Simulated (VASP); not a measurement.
# Ge (Imma) in VASP: single point with r2SCAN

Aim: the single point of Ge with r2SCAN.

All numbers are computed with VASP 6.6.1; they aren't measurements. Logs are shortened: lines on timing, memory, paths and dates and some standing lists are left out, and cuts for length are marked.

**1. The cell of the first run**

It takes space group Imma (No. 74, orthorhombic). Conventional cell: a = 4.992 Å, b = 5.302 Å, c = 2.874 Å, α = 90.00°, β = 90.00°, γ = 90.00°. Within 3.5 Å of Ge (site symmetry mm2) lie 8 Ge at 2.68 to 3.08 Å.

**2. Single point, r2SCAN**

POSCAR

```
Ge
1.0
   -2.4958980000      2.6508630000      1.4369470000
    2.4958980000     -2.6508630000      1.4369470000
    2.4958980000      2.6508630000     -1.4369470000
Ge
2
Direct
    0.1859430000      0.9359430000      0.2500000000
    0.8140570000      0.0640570000      0.7500000000
```

INCAR.step1

```
SYSTEM = Ge
ALGO = Normal
EDIFF = 1E-4
ENCUT = 520
GGA = PE
ISMEAR = 0
LASPH = .TRUE.
LCHARG = .FALSE.
LREAL = .FALSE.
LWAVE = .TRUE.
NBANDS = 21
NELM = 60
PREC = Accurate
SIGMA = 0.1
```

INCAR.step2

```
SYSTEM = Ge
ALGO = Normal
EDIFF = 1E-6
ENCUT = 520
ISIF = 2
ISMEAR = 0
ISTART = 1
LASPH = .TRUE.
LCHARG = .FALSE.
LMIXTAU = .TRUE.
LREAL = .FALSE.
LWAVE = .FALSE.
METAGGA = R2SCAN
NBANDS = 21
NELM = 60
PREC = Accurate
SIGMA = 0.1
```

KPOINTS

```
k-points
0
G
  11 11 11
  0 0 0
```

Potentials or basis: VASP PAW PBE potentials, release 64 (Ge_d).

The run is started by

```
$ cat potpaw_PBE.64/Ge_d/POTCAR > POTCAR
$ cp INCAR.step1 INCAR
$ mpirun -np 1 vasp_std > vasp.out
$ cp INCAR.step2 INCAR
$ mpirun -np 1 vasp_std > vasp.out
```

OUTCAR:

```text
SYSTEM = Ge
   EDIFF = 1E-6
   ENCUT = 520
   ISIF = 2
   ISMEAR = 0
   ISTART = 1
   LASPH = .TRUE.
   LREAL = .FALSE.
   METAGGA = R2SCAN
   NELM = 60
   PREC = Accurate

 ion  position               nearest neighbor table
   1  0.186  0.936  0.250-   2 2.68   2 2.68   2 2.72   2 2.72
   2  0.814  0.064  0.750-   1 2.68   1 2.68   1 2.72   1 2.72

  LATTYP: Found a body centered orthorhombic cell.
 ALAT       =     2.8738940000
 B/A-ratio  =     1.7369450648
 C/A-ratio  =     1.8447882907

  Lattice vectors:

 A1 = (   2.4958980000,  -2.6508630000,   1.4369470000)
 A2 = (  -2.4958980000,  -2.6508630000,  -1.4369470000)
 A3 = (   2.4958980000,   2.6508630000,  -1.4369470000)

Analysis of symmetry for initial positions (statically):
=====================================================================
 Subroutine PRICEL returns:
 Original cell was already a primitive cell.

 Routine SETGRP: Setting up the symmetry group for a
 body centered orthorhombic supercell.

 Subroutine GETGRP returns: Found  8 space group operations
 (whereof  4 operations were pure point group operations)
 out of a pool of  8 trial point group operations.

The static configuration has the point symmetry C_2h.
 The point group associated with its full space group is D_2h.

Analysis of symmetry for dynamics (positions and initial velocities):
=====================================================================
 Subroutine PRICEL returns:
 Original cell was already a primitive cell.

 Routine SETGRP: Setting up the symmetry group for a
 body centered orthorhombic supercell.

 Subroutine GETGRP returns: Found  8 space group operations
 (whereof  4 operations were pure point group operations)
 out of a pool of  8 trial point group operations.

The dynamic configuration has the point symmetry C_2h.
 The point group associated with its full space group is D_2h.

 Subroutine INISYM returns: Found  8 space group operations
 (whereof  4 operations are pure point group operations),
 and found     1 'primitive' translations

----------------------------------------------------------------------------------------

                                     Primitive cell

  volume of cell :      38.0290

  direct lattice vectors                    reciprocal lattice vectors
    -2.495898000  2.650863000  1.436947000     0.000000000  0.188617820  0.347959946
     2.495898000 -2.650863000  1.436947000     0.200328699  0.000000000  0.347959946
     2.495898000  2.650863000 -1.436947000     0.200328699  0.188617820  0.000000000

  length of vectors
     3.914255760  3.914255760  3.914255760     0.395793893  0.401506801  0.275151358

  position of ions in fractional coordinates (direct lattice)
     0.185943000  0.935943000  0.250000000
     0.814057000  0.064057000  0.750000000

  ion indices of the primitive-cell ions
   primitive index   ion index
                 1           1
                 2           2

----------------------------------------------------------------------------------------

 KPOINTS: k-points

Automatic generation of k-mesh.
 Grid dimensions read from file:
 generate k-points for:   11   11   11

 Generating k-lattice:

  Cartesian coordinates                     Fractional coordinates (reciprocal lattice)
     0.000000000  0.017147075  0.031632722     0.090909091 -0.000000000  0.000000000
     0.018211700  0.000000000  0.031632722    -0.000000000  0.090909091  0.000000000
     0.018211700  0.017147075  0.000000000     0.000000000  0.000000000  0.090909091

  Length of vectors
     0.035981263  0.036500618  0.025013760

  Shift w.r.t. Gamma in fractional coordinates (k-lattice)
     0.000000000  0.000000000  0.000000000

 Subroutine IBZKPT returns following result:
 ===========================================

 Found    216 irreducible k-points:

 Following reciprocal coordinates:
            Coordinates               Weight
  0.000000  0.000000  0.000000      1.000000
  0.090909  0.000000 -0.000000      4.000000
  0.181818  0.000000 -0.000000      4.000000
  0.272727  0.000000 -0.000000      4.000000
  0.363636  0.000000 -0.000000      4.000000
  0.454545  0.000000 -0.000000      4.000000
[... 16 lines left out ...]
  0.454545  0.181818 -0.000000      8.000000
 -0.454545  0.181818  0.000000      8.000000
 [... further k-points ...]
   k-points           NKPTS =    216   k-points in BZ     NKDIM =    216   number of bands    NBANDS=     21
   number of dos      NEDOS =    301   number of ions     NIONS =      2
   total plane-waves  NPLWV =  27000
   dimension x,y,z NGX =    30 NGY =   30 NGZ =   30
   dimension x,y,z NGXF=    60 NGYF=   60 NGZF=   60
   ions per type =               2
   NGX,Y,Z   is equivalent  to a cutoff of  12.74, 12.74, 12.74 a.u.
   NGXF,Y,Z  is equivalent  to a cutoff of  25.48, 25.48, 25.48 a.u.
 SYSTEM =  Ge
   PREC   = accura    normal or accurate (medium, high low for compatibility)
   ISTART =      1    job   : 0-new  1-cont  2-samecut
   ICHARG =      0    charge: 1-file 2-atom 10-const
   ISPIN  =      1    spin polarized calculation?
   LNONCOLLINEAR =      F non collinear calculations
   LSORBIT =      F    spin-orbit coupling
   LASPH  =      T    aspherical Exc in radial PAW
   ENCUT  =  520.0 eV  38.22 Ry    6.18 a.u.   7.28  7.28  7.28*2*pi/ulx,y,z
   NELM   =     60;   NELMIN=  2; NELMDL=  0     # of ELM steps
   EDIFF  = 0.1E-05   stopping-criterion for ELM
   LREAL  =      F    real-space projection
   EDIFFG = 0.1E-04   stopping-criterion for IOM
   NSW    =      0    number of steps for IOM
   IBRION =     -1    ionic relax: 0-MD 1-quasi-New 2-CG
   NFREE  =      0    steps in history (QN), initial steepest desc. (CG)
   ISIF   =      2    stress and relaxation
   ISYM   =      2    0-nonsym 1-usesym 2-fastsym
   POTIM  = 0.5000    time-step for ionic-motion
   TEBEG  =    0.0;   TEEND  =   0.0 temperature during run
   PSTRESS=    0.0 pullay stress
   NELECT =      28.0000    total number of electrons
   NUPDOWN=      -1.0000    fix difference up-down
   EMIN   =  10.00;   EMAX   =-10.00  energy-range for DOS
   EFERMI =   0.00;   METHOD = LEGACY
   ISMEAR =     0;   SIGMA  =   0.10  broadening in eV -4-tet -1-fermi 0-gaus
   EFERMI_NEDOS =   21; number of points for ismear=-14 and -15
   IALGO  =     38    algorithm
   IMIX   =      4    mixing-type and parameters
     AMIX     =   0.40;   BMIX     =  1.00
     AMIX_MAG =   1.60;   BMIX_MAG =  1.00
  volume/ion in A,a.u.               =      19.01       128.32
  Fermi-wavevector in a.u.,A,eV,Ry     =   1.478277  2.793539 29.732860  2.185304
  Thomas-Fermi vector in A             =   2.592578
   LORBIT       =      0    0 simple, 1 ext, 2 COOP (PROOUT), +10 PAW based schemes
   METAGGA = R2SCAN    functional components
   LHFCALC =     F    Hartree Fock is set to
   AEXX    =    0.0000 exact exchange contribution
   IVDW    =     0    specifies the selected vdW correction
   LEPSILON=     F    determine dielectric tensor
   LRPA    =     F    only Hartree local field effects (RPA)
 non-spin polarized calculation
 Gauss-broadening in eV      SIGMA  =   0.10
  energy-cutoff  :      520.00
  volume of cell :       38.03
 maximum number of plane-waves:      1044
 NGX is ok and might be reduce to    30
   NGX = 15   NGY = 15   NGZ = 15

 number of electron      28.0000014 magnetization

 Free energy of the ion-electron system (eV)
  ---------------------------------------------------
  ext. energy  EPLUGINS =         0.00000000
  ---------------------------------------------------
  free energy    TOTEN  =       -27.00316166 eV

  energy without entropy =      -27.00001979  energy(sigma->0) =      -27.00159073

 E-fermi :   6.4410     XC(G=0): -12.2401

 val. band max:        6.4359875423   @ k =   0.4545   0.3636  -0.0000
 cond. band min:       6.4490885573   @ k =  -0.2727   0.3636   0.1818
 fundamental gap:      0.0131010150
 Fermi energy:         6.4409983604

 k-point     1 :       0.0000    0.0000    0.0000
  band No.  band energies     occupation
      1     -19.0784      2.00000
      2     -18.9996      2.00000
      3     -18.9956      2.00000
      4     -18.9891      2.00000
      5     -18.9563      2.00000
      6     -18.9154      2.00000
[... 13 lines left out ...]
     20      17.5834      0.00000
     21      19.6790      0.00000

 k-point     2 :       0.0909    0.0000   -0.0000
  band No.  band energies     occupation
      1     -19.0717      2.00000
      2     -18.9921      2.00000
      3     -18.9848      2.00000
      4     -18.9837      2.00000
      5     -18.9582      2.00000
      6     -18.9180      2.00000
[... 13 lines left out ...]
     20      18.0513      0.00000
     21      19.0252      0.00000

 k-point     3 :       0.1818    0.0000   -0.0000
  band No.  band energies     occupation
      1     -19.0537      2.00000
      2     -18.9735      2.00000
      3     -18.9706      2.00000
      4     -18.9620      2.00000
      5     -18.9543      2.00000
      6     -18.9225      2.00000
[... 13 lines left out ...]
     20      16.2614      0.00000
     21      19.2348      0.00000

 k-point     4 :       0.2727    0.0000   -0.0000
  band No.  band energies     occupation
      1     -19.0287      2.00000
      2     -18.9696      2.00000
      3     -18.9530      2.00000
      4     -18.9500      2.00000
      5     -18.9196      2.00000
      6     -18.9152      2.00000
[... 13 lines left out ...]
     20      15.0362      0.00000
     21      19.8644      0.00000

 k-point     5 :       0.3636    0.0000   -0.0000
  band No.  band energies     occupation
      1     -19.0024      2.00000
      2     -18.9702      2.00000
      3     -18.9429      2.00000
      4     -18.9376      2.00000
      5     -18.9217      2.00000
      6     -18.9187      2.00000
[... 13 lines left out ...]
     20      15.5815      0.00000
     21      21.0855      0.00000
[... 382 lines left out ...]
     20      17.1779      0.00000
     21      19.1563      0.00000

 k-point    22 :       0.3636    0.1818   -0.0000
  band No.  band energies     occupation
      1     -19.0087      2.00000
      2     -18.9797      2.00000
      3     -18.9621      2.00000
      4     -18.9269      2.00000
      5     -18.9228      2.00000
      6     -18.8965      2.00000
[... 13 lines left out ...]
     20      18.1707      0.00000
     21      19.4971      0.00000

 k-point    23 :       0.4545    0.1818   -0.0000
  band No.  band energies     occupation
      1     -19.0011      2.00000
      2     -18.9717      2.00000
      3     -18.9494      2.00000
      4     -18.9409      2.00000
      5     -18.9169      2.00000
      6     -18.8923      2.00000
[... 13 lines left out ...]
     20      17.9264      0.00000
     21      19.1544      0.00000

 k-point    24 :      -0.4545    0.1818    0.0000
  band No.  band energies     occupation
      1     -19.0035      2.00000
      2     -18.9670      2.00000
      3     -18.9553      2.00000
      4     -18.9370      2.00000
      5     -18.9284      2.00000
      6     -18.8944      2.00000
[... 13 lines left out ...]
     20      17.9939      0.00000
     21      18.1077      0.00000

 [... further k-points ...]

------------------------ aborting loop because EDIFF is reached ----------------------------------------

  FORCE on cell =-STRESS in cart. coord.  units (eV):
  Direction    XX          YY          ZZ          XY          YZ          ZX
  --------------------------------------------------------------------------------------
  -------------------------------------------------------------------------------------
  Total       -0.0845757     -0.6387902     -0.3701672      0.0000000      0.0000000      0.0000000
  in kB       -3.5632080    -26.9124943    -15.5952974      0.0000000      0.0000000      0.0000000
  external PRESSURE =     -15.3569999 kB  Pullay stress =       0.0000000 kB

 VOLUME and BASIS-vectors are now :
 -----------------------------------------------------------------------------
  energy-cutoff  :      520.00
  volume of cell :       38.03
      direct lattice vectors                 reciprocal lattice vectors
    -2.495898000  2.650863000  1.436947000     0.000000000  0.188617820  0.347959946
     2.495898000 -2.650863000  1.436947000     0.200328699  0.000000000  0.347959946
     2.495898000  2.650863000 -1.436947000     0.200328699  0.188617820  0.000000000

 POSITION                                       TOTAL-FORCE (eV/Angst)
 -----------------------------------------------------------------------------------
      2.49590     -1.32543      1.25285        -0.000000     -0.000000     -0.091925
      0.00000      3.97629      0.18409         0.000000      0.000000      0.091925
 -----------------------------------------------------------------------------------
    total drift:                                0.000000      0.000000     -0.000000

  FREE ENERGIE OF THE ION-ELECTRON SYSTEM (eV)
  ---------------------------------------------------
  free  energy   TOTEN  =       -27.0031616604 eV

  energy  without entropy=      -27.0000197938  energy(sigma->0) =      -27.00159073
```

Wall time 16 min (1 thread of Intel Xeon 8259CL, shared host); peak memory 0.27 GiB.

What came out:

```yaml
Free_energy: -27.0032 eV
Pressure: -1.5 GPa
Largest_force: 0.092 eV/Å
Band_gap_on_the_k_mesh: zero (bands 14 and 15 overlap by 5.48 eV)
```

Forces in eV/Å, atoms in the order of the input:
```
Ge   0.000  0.000 -0.092
Ge   0.000  0.000  0.092
```

Caveat: the PAW data sets were made with another functional, which shifts forces and pressure a little.
